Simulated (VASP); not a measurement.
# TePb (Fm-3m) in VASP: settings compared

The runs below take TePb through relaxation of cell and atoms, single point, with BLYP+D3(BJ), RPBE+D3(BJ), revPBE+D4.

Program: VASP 6.6.1. These are calculated values, not measurements. Logs are shortened: lines on timing, memory, paths and dates and some standing lists are left out, and cuts for length are marked.

## 1. The cell of the first run

The structure is cubic, space group Fm-3m (No. 225). Conventional cell: a = 6.462 Å, b = 6.462 Å, c = 6.462 Å, α = 90.00°, β = 90.00°, γ = 90.00°. Pb (site symmetry m-3m) has 6 Te at 3.23 Å within 4.3 Å. Te (site symmetry m-3m) has 6 Pb at 3.23 Å within 4.3 Å.

## 2. Relaxation of cell and atoms, BLYP+D3(BJ)

Input file INCAR:

```
PREC = Accurate
ENCUT = 600
EDIFF = 1E-6
ISMEAR = -1
SIGMA = 0.05
LREAL = False
LASPH = True
NELM = 60
ALGO = Normal
ISIF = 3
LWAVE = False
LCHARG = False
GGA = B5
ALDAX = 1.0
AGGAX = 1.0
AGGAC = 1.0
ALDAC = 0.0
IVDW = 12
VDW_S6 = 1.0
VDW_S8 = 2.6996
VDW_A1 = 0.4298
VDW_A2 = 4.2359
IBRION = 2
NSW = 60
EDIFFG = -0.01
```

Input file KPOINTS:

```
Automatic mesh
0
Gamma
  7 7 7
```

Input file POSCAR:

```
TePb
1.0
    0.0000000000      3.2310000000      3.2310000000
    3.2310000000      0.0000000000      3.2310000000
    3.2310000000      3.2310000000      0.0000000000
Pb Te
1 1
Direct
    0.0000000000      0.0000000000      0.0000000000
    0.5000000000      0.5000000000      0.5000000000
```

Potentials or basis: VASP PAW PBE potentials, release 64 (Pb_d, Te).

Launch:

```sh
$ cat potpaw_PBE.64/Pb_d/POTCAR potpaw_PBE.64/Te/POTCAR > POTCAR
$ mpirun -np 1 vasp_std > vasp.out
```

OUTCAR:

```text
PREC = Accurate
   ENCUT = 600
   EDIFF = 1E-6
   ISMEAR = -1
   LREAL = False
   LASPH = True
   NELM = 60
   ISIF = 3
   GGA = B5
   IVDW = 12
   IBRION = 2
   NSW = 60
   EDIFFG = -0.01
 IVDW          = 12

 ion  position               nearest neighbor table
   1  0.000  0.000  0.000-   2 3.23   2 3.23   2 3.23   2 3.23   2 3.23   2 3.23
   2  0.500  0.500  0.500-   1 3.23   1 3.23   1 3.23   1 3.23   1 3.23   1 3.23

  LATTYP: Found a face centered cubic cell.
 ALAT       =     6.4620000000

  Lattice vectors:

 A1 = (   0.0000000000,   3.2310000000,   3.2310000000)
 A2 = (   3.2310000000,   0.0000000000,   3.2310000000)
 A3 = (   3.2310000000,   3.2310000000,   0.0000000000)

Analysis of symmetry for initial positions (statically):
=====================================================================
 Subroutine PRICEL returns:
 Original cell was already a primitive cell.

 Routine SETGRP: Setting up the symmetry group for a
 face centered cubic supercell.

 Subroutine GETGRP returns: Found 48 space group operations
 (whereof 48 operations were pure point group operations)
 out of a pool of 48 trial point group operations.

The static configuration has the point symmetry O_h .

Analysis of symmetry for dynamics (positions and initial velocities):
=====================================================================
 Subroutine PRICEL returns:
 Original cell was already a primitive cell.

 Routine SETGRP: Setting up the symmetry group for a
 face centered cubic supercell.

 Subroutine GETGRP returns: Found 48 space group operations
 (whereof 48 operations were pure point group operations)
 out of a pool of 48 trial point group operations.

The dynamic configuration has the point symmetry O_h .

 Subroutine INISYM returns: Found 48 space group operations
 (whereof 48 operations are pure point group operations),
 and found     1 'primitive' translations

----------------------------------------------------------------------------------------

                                     Primitive cell

  volume of cell :      67.4592

  direct lattice vectors                    reciprocal lattice vectors
     0.000000000  3.231000000  3.231000000    -0.154750851  0.154750851  0.154750851
     3.231000000  0.000000000  3.231000000     0.154750851 -0.154750851  0.154750851
     3.231000000  3.231000000  0.000000000     0.154750851  0.154750851 -0.154750851

  length of vectors
     4.569324020  4.569324020  4.569324020     0.268036337  0.268036337  0.268036337

  position of ions in fractional coordinates (direct lattice)
     0.000000000  0.000000000  0.000000000
     0.500000000  0.500000000  0.500000000

  ion indices of the primitive-cell ions
   primitive index   ion index
                 1           1
                 2           2

----------------------------------------------------------------------------------------

 KPOINTS: Automatic mesh

Automatic generation of k-mesh.
 Grid dimensions read from file:
 generate k-points for:    7    7    7

 Generating k-lattice:

  Cartesian coordinates                     Fractional coordinates (reciprocal lattice)
    -0.022107264  0.022107264  0.022107264     0.142857143  0.000000000  0.000000000
     0.022107264 -0.022107264  0.022107264     0.000000000  0.142857143  0.000000000
     0.022107264  0.022107264 -0.022107264     0.000000000  0.000000000  0.142857143

  Length of vectors
     0.038290905  0.038290905  0.038290905

  Shift w.r.t. Gamma in fractional coordinates (k-lattice)
     0.000000000  0.000000000  0.000000000

 Subroutine IBZKPT returns following result:
 ===========================================

 Found     20 irreducible k-points:

 Following reciprocal coordinates:
            Coordinates               Weight
  0.000000  0.000000  0.000000      1.000000
  0.142857  0.000000  0.000000      8.000000
  0.285714  0.000000  0.000000      8.000000
  0.428571  0.000000  0.000000      8.000000
  0.142857  0.142857  0.000000      6.000000
  0.285714  0.142857  0.000000     24.000000
[... 12 lines left out ...]
 -0.428571  0.428571  0.142857     24.000000
 -0.285714  0.428571  0.142857     24.000000
   k-points           NKPTS =     20   k-points in BZ     NKDIM =     20   number of bands    NBANDS=     14
   number of dos      NEDOS =    301   number of ions     NIONS =      2
   total plane-waves  NPLWV =  64000
   dimension x,y,z NGX =    40 NGY =   40 NGZ =   40
   dimension x,y,z NGXF=    80 NGYF=   80 NGZF=   80
   ions per type =               1   1
   NGX,Y,Z   is equivalent  to a cutoff of  14.55, 14.55, 14.55 a.u.
   NGXF,Y,Z  is equivalent  to a cutoff of  29.11, 29.11, 29.11 a.u.
 SYSTEM =  unknown system
   PREC   = accura    normal or accurate (medium, high low for compatibility)
   ISTART =      0    job   : 0-new  1-cont  2-samecut
   ICHARG =      2    charge: 1-file 2-atom 10-const
   ISPIN  =      1    spin polarized calculation?
   LNONCOLLINEAR =      F non collinear calculations
   LSORBIT =      F    spin-orbit coupling
   LASPH  =      T    aspherical Exc in radial PAW
   ENCUT  =  600.0 eV  44.10 Ry    6.64 a.u.   9.13  9.13  9.13*2*pi/ulx,y,z
   NELM   =     60;   NELMIN=  2; NELMDL= -5     # of ELM steps
   EDIFF  = 0.1E-05   stopping-criterion for ELM
   LREAL  =      F    real-space projection
   EDIFFG = -.1E-01   stopping-criterion for IOM
   NSW    =     60    number of steps for IOM
   IBRION =      2    ionic relax: 0-MD 1-quasi-New 2-CG
   NFREE  =      1    steps in history (QN), initial steepest desc. (CG)
   ISIF   =      3    stress and relaxation
   ISYM   =      2    0-nonsym 1-usesym 2-fastsym
   POTIM  = 0.5000    time-step for ionic-motion
   TEBEG  =    0.0;   TEEND  =   0.0 temperature during run
   PSTRESS=    0.0 pullay stress
   NELECT =      20.0000    total number of electrons
   NUPDOWN=      -1.0000    fix difference up-down
   EMIN   =  10.00;   EMAX   =-10.00  energy-range for DOS
   EFERMI =   0.00;   METHOD = LEGACY
   ISMEAR =    -1;   SIGMA  =   0.05  broadening in eV -4-tet -1-fermi 0-gaus
   EFERMI_NEDOS =   21; number of points for ismear=-14 and -15
   IALGO  =     38    algorithm
   IMIX   =      4    mixing-type and parameters
     AMIX     =   0.40;   BMIX     =  1.00
     AMIX_MAG =   1.60;   BMIX_MAG =  1.00
  volume/ion in A,a.u.               =      33.73       227.62
  Fermi-wavevector in a.u.,A,eV,Ry     =   1.091619  2.062861 16.213147  1.191633
  Thomas-Fermi vector in A             =   2.227868
   LORBIT       =      0    0 simple, 1 ext, 2 COOP (PROOUT), +10 PAW based schemes
   GGA     = B5    functional components
   LHFCALC =     F    Hartree Fock is set to
   AEXX    =    0.0000 exact exchange contribution
   IVDW    =    12    specifies the selected vdW correction
   LEPSILON=     F    determine dielectric tensor
   LRPA    =     F    only Hartree local field effects (RPA)
 conjugate gradient relaxation of ions
 non-spin polarized calculation
  energy-cutoff  :      600.00
  volume of cell :       67.46
 maximum number of plane-waves:      2259
 NGX is ok and might be reduce to    40
   NGX = 19   NGY = 19   NGZ = 19

--------------------------------------- Ionic step        1  -------------------------------------------

 number of electron      19.9999998 magnetization

 Free energy of the ion-electron system (eV)
  ---------------------------------------------------
  ext. energy  EPLUGINS =         0.00000000
  ---------------------------------------------------
  free energy    TOTEN  =        -6.25203220 eV

  energy without entropy =       -6.25203090  energy(sigma->0) =       -6.25203155

------------------------ aborting loop because EDIFF is reached ----------------------------------------

 Edisp (eV)   -1.92198

 E8    (eV) :    -1.4812

  FORCE on cell =-STRESS in cart. coord.  units (eV):
  Direction    XX          YY          ZZ          XY          YZ          ZX
  --------------------------------------------------------------------------------------
  -------------------------------------------------------------------------------------
  Total       0.30226     0.30226     0.30226    -0.00000     0.00000     0.00000
  in kB       7.17883     7.17883     7.17883    -0.00000     0.00000     0.00000
  external pressure =        7.18 kB  Pullay stress =        0.00 kB

 VOLUME and BASIS-vectors are now :
 -----------------------------------------------------------------------------
  energy-cutoff  :      600.00
  volume of cell :       67.46
      direct lattice vectors                 reciprocal lattice vectors
     0.000000000  3.231000000  3.231000000    -0.154750851  0.154750851  0.154750851
     3.231000000  0.000000000  3.231000000     0.154750851 -0.154750851  0.154750851
     3.231000000  3.231000000  0.000000000     0.154750851  0.154750851 -0.154750851
[... 41 lines left out ...]
 POSITION                                       TOTAL-FORCE (eV/Angst)
 -----------------------------------------------------------------------------------
      3.25456      3.25456      6.50911        -0.000000     -0.000000     -0.000000
      3.25456      3.25456      3.25456         0.000000      0.000000      0.000000
 -----------------------------------------------------------------------------------
    total drift:                               -0.000000     -0.000000     -0.000000

  FREE ENERGIE OF THE ION-ELECTRON SYSTEM (eV)
  ---------------------------------------------------
  free  energy   TOTEN  =        -8.1764164221 eV

  energy  without entropy=       -8.1764153673  energy(sigma->0) =       -8.17641589

--------------------------------------- Ionic step        3  -------------------------------------------

 number of electron      19.9999999 magnetization

 Free energy of the ion-electron system (eV)
  ---------------------------------------------------
  ext. energy  EPLUGINS =         0.00000000
  ---------------------------------------------------
  free energy    TOTEN  =        -6.28880835 eV

  energy without entropy =       -6.28880725  energy(sigma->0) =       -6.28880780

 E-fermi :   6.3307     XC(G=0):  -8.6257

 val. band max:        5.7721628493   @ k =   0.4286   0.0000   0.0000
 cond. band min:       6.8748618702   @ k =   0.4286   0.0000   0.0000
 fundamental gap:      1.1026990209
 Fermi energy:         6.3307230772

 k-point     1 :       0.0000    0.0000    0.0000
  band No.  band energies     occupation
      1     -10.8489      2.00000
      2     -10.8489      2.00000
      3     -10.8364      2.00000
      4     -10.8364      2.00000
      5     -10.8364      2.00000
      6      -6.0298      2.00000
      7       0.1030      2.00000
      8       4.5623      2.00000
      9       4.5623      2.00000
     10       4.5623      2.00000
     11       9.8337      0.00000
     12       9.8337      0.00000
     13       9.8337      0.00000
     14      11.9044      0.00000

 k-point     2 :       0.1429    0.0000    0.0000
  band No.  band energies     occupation
      1     -10.8510      2.00000
      2     -10.8510      2.00000
      3     -10.8359      2.00000
      4     -10.8339      2.00000
      5     -10.8339      2.00000
      6      -5.8607      2.00000
      7      -0.4089      2.00000
      8       4.6182      2.00000
      9       4.6182      2.00000
     10       4.8448      2.00000
[... 334 lines left out ...]
 POSITION                                       TOTAL-FORCE (eV/Angst)
 -----------------------------------------------------------------------------------
      0.00000      0.00000     -0.00000         0.000000     -0.000000     -0.000000
      3.24956      3.24956      3.24956        -0.000000      0.000000      0.000000
 -----------------------------------------------------------------------------------
    total drift:                                0.000000     -0.000000     -0.000000

  FREE ENERGIE OF THE ION-ELECTRON SYSTEM (eV)
  ---------------------------------------------------
  free  energy   TOTEN  =        -8.1765977828 eV

  energy  without entropy=       -8.1765966834  energy(sigma->0) =       -8.17659723

 reached required accuracy - stopping structural energy minimisation
```

Run time: 3.5 min. Hardware: 1 thread of Intel Xeon 6975P-C, shared host; peak memory 0.23 GiB.

What came out:

```yaml
Free_energy: -8.1766 eV
Relaxed_volume: 34.31 Å³/atom
Relaxed_cell: a = 4.596 Å, b = 4.596 Å, c = 4.596 Å, α = 60.00°, β = 60.00°, γ = 60.00°
Space_group_after_relaxing_to_0.05_Å: Fm-3m (No. 225)
Energy_gained_by_relaxing: 1.3 meV/atom
Ionic_steps: 3
Pressure_after_relaxing: 0.0 GPa
Dispersion_energy_per_atom: -0.944 eV
```

The path:
```csv
step,energy change (eV),largest force (eV/Å),pressure (GPa),volume (Å³)
1,0.0000,0.0000,0.72,67.46
2,-0.0024,0.0000,-0.18,68.95
3,-0.0026,0.0000,-0.01,68.63
```

Final structure:
```cif
data_structure
_symmetry_space_group_name_H-M 'P 1'
_symmetry_Int_Tables_number 1
_cell_length_a 4.5956
_cell_length_b 4.5956
_cell_length_c 4.5956
_cell_angle_alpha 60.000
_cell_angle_beta 60.000
_cell_angle_gamma 60.000
_cell_volume 68.63
loop_
_atom_site_label
_atom_site_type_symbol
_atom_site_fract_x
_atom_site_fract_y
_atom_site_fract_z
_atom_site_occupancy
Pb1 Pb 0.00000 0.00000 0.00000 1
Te1 Te 0.50000 0.50000 0.50000 1
```

Caveat: this odd mesh misses L, where the gap lies, so gap, dielectric constants and Born charges aren't listed; the PAW data sets were made with another functional, which shifts forces and pressure a little; spin-orbit coupling is left out, which moves the levels of the heavy elements. Zero-point motion and thermal expansion aren't in these numbers.

## 3. Single point, RPBE+D3(BJ)

This run uses another cell than the first one, of 31.71 Å³/atom, 0.940 times its volume.

Input file INCAR:

```
ALGO = Normal ; EDIFF = 1E-7
ENCUT = 520 ; GGA = RP
ISIF = 2 ; ISMEAR = -1
IVDW = 12 ; LASPH = True
LCHARG = False ; LREAL = False
LWAVE = False ; NBANDS = 17
NELM = 100 ; PREC = Accurate
SIGMA = 0.05
```

Input file KPOINTS:

```
k-points
0
Gamma
  7 7 7
```

Input file POSCAR:

```
TePb
1.0
    0.0000000000      3.1650427173      3.1650427173
    3.1650427173      0.0000000000      3.1650427173
    3.1650427173      3.1650427173      0.0000000000
Pb Te
1 1
Direct
    0.0000000000      0.0000000000      0.0000000000
    0.5000000000      0.5000000000      0.5000000000
```

Potentials or basis: VASP PAW PBE potentials, release 64 (Pb_d, Te).

Launch:

```sh
$ cat potpaw_PBE.64/Pb_d/POTCAR potpaw_PBE.64/Te/POTCAR > POTCAR
$ mpirun -np 1 vasp_std > vasp.out
```

Run time: 40 s. Hardware: 1 thread of Intel Xeon 6975P-C, shared host; peak memory 0.22 GiB.

It converged, with:

```yaml
Free_energy: -10.8404 eV
Pressure: -8.8 GPa
Dispersion_energy_per_atom: -2.098 eV
```

Levels at points of the mesh, in eV from the Fermi level:
```
           k point  band 8  band 9  band 10  band 11  band 12  band 13
(0.00, 0.00, 0.00)   -1.99   -1.99    -1.99     3.79     3.79     3.79
```

Caveat: this odd mesh misses L, where the gap lies, so gap, dielectric constants and Born charges aren't listed; the PAW data sets were made with another functional, which shifts forces and pressure a little; spin-orbit coupling is left out, which moves the levels of the heavy elements.

## 4. Single point, RPBE+D3(BJ)

This run uses another cell than the first one, of 32.38 Å³/atom, 0.960 times its volume.

Input file INCAR:

```
SYSTEM = TePb
ALGO     = Normal         ! electronic algorithm
EDIFF    = 1E-6           ! SCF threshold, eV
ENCUT    = 520            ! plane-wave cutoff, eV
GGA      = RP             ! functional
ISIF     = 2              ! what is computed and relaxed
ISMEAR   = -1             ! smearing method
IVDW     = 12             ! dispersion correction
LASPH    = .True.         ! aspherical terms in the spheres
LCHARG   = .False.        ! write CHGCAR
LREAL    = .False.        ! projectors in reciprocal space
LWAVE    = .False.        ! write WAVECAR
NBANDS   = 17             ! bands
NELM     = 80             ! most SCF steps
PREC     = Accurate       ! precision mode
SIGMA    = 0.05           ! smearing width, eV
```

Input file KPOINTS:

```
k-points
0
Gamma
  7 7 7
  0 0 0
```

Input file POSCAR:

```
TePb
1.0
    0.0000000000      3.1873324849      3.1873324849
    3.1873324849      0.0000000000      3.1873324849
    3.1873324849      3.1873324849      0.0000000000
Pb Te
1 1
Direct
    0.0000000000      0.0000000000      0.0000000000
    0.5000000000      0.5000000000      0.5000000000
```

Launch:

```sh
$ cat potpaw_PBE.64/Pb_d/POTCAR potpaw_PBE.64/Te/POTCAR > POTCAR
$ mpirun -np 1 vasp_std > vasp.out
```

Run time: 34 s. Hardware: 1 thread of Intel Xeon 6975P-C, shared host; peak memory 0.21 GiB.

Results (log left out):

```
Free energy                : -10.7639 eV
Pressure                   : -9.5 GPa
Dispersion energy per atom : -2.032 eV
```

Levels at points of the mesh, in eV from the Fermi level:
| k point | band 6 | band 7 | band 8 | band 9 | band 10 | band 11 | band 12 | band 13 | band 14 | band 15 |
| --- | --- | --- | --- | --- | --- | --- | --- | --- | --- | --- |
| (0.00, 0.00, 0.00) | -12.76 | -5.86 | -1.92 | -1.92 | -1.92 | 3.75 | 3.75 | 3.75 | 5.31 | 5.31 |

Caveat: this odd mesh misses L, where the gap lies, so gap, dielectric constants and Born charges aren't listed; the PAW data sets were made with another functional, which shifts forces and pressure a little; spin-orbit coupling is left out, which moves the levels of the heavy elements.

(Part 1 of 2 ends here.)
